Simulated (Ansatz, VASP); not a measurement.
## TlGa3: VASP beside Ansatz

```
Tl Ga
1.0
     6.20384    0.00000    0.00000
    -3.10192    5.37268    0.00000
     0.00000    0.00000    4.97954
Tl Ga
2 6
Direct
  0.33333 0.66667 0.25000
  0.66667 0.33333 0.75000
  0.83300 0.66600 0.25000
  0.16700 0.83300 0.75000
  0.33400 0.16700 0.25000
  0.16700 0.33400 0.75000
  0.83300 0.16700 0.25000
  0.66600 0.83300 0.75000
```

Alike in both runs: task single point; functional PBE; k mesh 3 × 3 × 4; occupations gaussian, width 0.1 eV; no spin polarisation.

|  | VASP | Ansatz |
| --- | --- | --- |
| version | VASP 6.6.1 | Ansatz 0.2.0 |
| potentials or method | VASP PAW PBE potentials, release 64 (Tl_d, Ga_d), cutoff 520 eV | scalar-relativistic, plane waves, PAW |
| valence electrons in the cell | 104 | 104 |

VASP gave:

* gap on the k mesh at the Fermi level (eV): none
* pressure (GPa): 3.6
* rms of the force components (eV/Å): 0.181

Q: Estimate Ansatz's values.

A: gap on the k mesh at the Fermi level (eV): none; pressure (GPa): 3.6; rms of the force components (eV/Å): 0.180.

Atom by atom the forces differ by 0.000 eV/Å (rms over components). A gap of «none» marks a metal or a gap that the smearing closes. With one functional, cell and mesh, what is left measures potentials, basis and numerics.

The k mesh is coarse, so the values compare programs but aren't converged. Spin-orbit coupling is off throughout.
